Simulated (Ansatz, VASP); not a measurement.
One calculation of TlGeSe2, two programs

Contents of POSCAR:

```
TlGeSe2
1.0
   -3.9324040000      3.9324040000      3.3321080000
    3.9324040000     -3.9324040000      3.3321080000
    3.9324040000      3.9324040000     -3.3321080000
Ge Se Tl
2 4 2
Direct
    0.7500000000      0.2500000000      0.5000000000
    0.2500000000      0.7500000000      0.5000000000
    0.6740000000      0.1740000000      0.8480000000
    0.1740000000      0.3260000000      0.5000000000
    0.3260000000      0.8260000000      0.1520000000
    0.8260000000      0.6740000000      0.5000000000
    0.2500000000      0.2500000000      0.0000000000
    0.7500000000      0.7500000000      0.0000000000
```

File INCAR.step1:

```
PREC     = Accurate       # precision mode
ENCUT    = 520            # plane-wave cutoff, eV
ISMEAR   = 1              # smearing method
SIGMA    = 0.033          # smearing width, eV
LREAL    = F              # projectors in reciprocal space
LASPH    = T              # aspherical terms in the spheres
NELM     = 80             # most SCF steps
NBANDS   = 49             # bands
GGA      = PE             # functional
ALGO     = Normal         # electronic algorithm
EDIFF    = 1E-4           # SCF threshold, eV
LWAVE    = T              # write WAVECAR
LCHARG   = F              # write CHGCAR
```

Contents of INCAR.step2:

```
PREC     = Accurate       # precision mode
ENCUT    = 520            # plane-wave cutoff, eV
EDIFF    = 1E-7           # SCF threshold, eV
ISMEAR   = 1              # smearing method
SIGMA    = 0.033          # smearing width, eV
LREAL    = F              # projectors in reciprocal space
LASPH    = T              # aspherical terms in the spheres
NELM     = 80             # most SCF steps
ALGO     = Normal         # electronic algorithm
ISIF     = 2              # what is computed and relaxed
LWAVE    = F              # write WAVECAR
LCHARG   = F              # write CHGCAR
METAGGA  = R2SCAN         # meta-GGA
LMIXTAU  = T            
NBANDS   = 49             # bands
ISTART   = 1
```

File KPOINTS:

```
Automatic mesh
0
Gamma
  6 6 6
```

Input for Ansatz:

```yaml
crystal:
  lattice:
    - [-3.932404, 3.932404, 3.332108]
    - [3.932404, -3.932404, 3.332108]
    - [3.932404, 3.932404, -3.332108]
  atoms:
    - { symbol: Ge, position: [0.75, 0.25, 0.5] }
    - { symbol: Ge, position: [0.25, 0.75, 0.5] }
    - { symbol: Se, position: [0.674, 0.174, 0.848] }
    - { symbol: Se, position: [0.174, 0.326, 0.5] }
    - { symbol: Se, position: [0.326, 0.826, 0.152] }
    - { symbol: Se, position: [0.826, 0.674, 0.5] }
    - { symbol: Tl, position: [0.25, 0.25, 0.0] }
    - { symbol: Tl, position: [0.75, 0.75, 0.0] }
  symmetry: { tolerance: 0.0003 }
kpoints:
  mp_grid: { grid: [6, 6, 6], shift: [0, 0, 0] }
  band_path:
    path:
      - [0.0, 0.0, 0.0]
      - [0.0, 0.0, 0.5]
      - [-0.5, 0.5, 0.5]
      - [0.0, 0.0, 0.0]
      - [0.42949894, 0.42949894, -0.42949894]
      - [-0.42949894, 0.57050106, 0.42949894]
      - [-0.5, 0.5, 0.5]
      - [0.0, 0.0, 0.5]
      - [0.25, 0.25, 0.25]
      - [0.0, 0.5, 0.0]
      - [0.0, 0.0, 0.0]
    npoints: 7
magnetization:
  spin_polarized: false
scf:
  occupations: { method: cold, width: 0.033 }
  lower_state_search: "off"
  max_iter: 200
hamiltonian:
  pseudopotentials: { kind: paw }
  xc: r2scan
basis:
  ecutwfc: 500
  fft_grid_basis: typed
output:
  forces: true
  stress: true
  eigenvalues: true
  bader: true
  populations: true
  elf: true
  write_potential: true
  volumetric_format: npy
  dos:
    e_range: [-12, 8]
    de: 0.05
    projected: { site_lists: { Ge: [Ge], Se: [Se], Tl: [Tl] } }
  write_density: true
checkpoint:
  read: saved_state
```

Alike in both runs: task single point; functional r2SCAN; k mesh 6 × 6 × 6; no spin polarisation.

|  | VASP | Ansatz |
| --- | --- | --- |
| version | VASP 6.6.1 | Ansatz 0.2.0 |
| potentials or method | VASP PAW PBE potentials, release 64 (Ge_d, Se, Tl_d), cutoff 520 eV | PAW plane waves |
| occupations | methfessel-paxton of order 1, width 0.033 eV | cold, width 0.033 eV |
| valence electrons in the cell | 78 | 118 |

```csv
,VASP,Ansatz,Ansatz less VASP
pressure (GPa),1.0,1.0,+0.02
"traceless stress, the component that is largest in VASP (GPa)",-1.15,-1.14,+0.011
rms of the force components (eV/Å),0.078,0.079,+0.0009
```

VASP's potentials were made for PBE, not for r2SCAN. Atom by atom the forces differ by 0.001 eV/Å (rms over components). VASP's potentials hold 78 valence electrons a cell and Ansatz's 118, so a difference there can come from the potentials and not from the codes.

Neither program's run includes spin-orbit coupling.
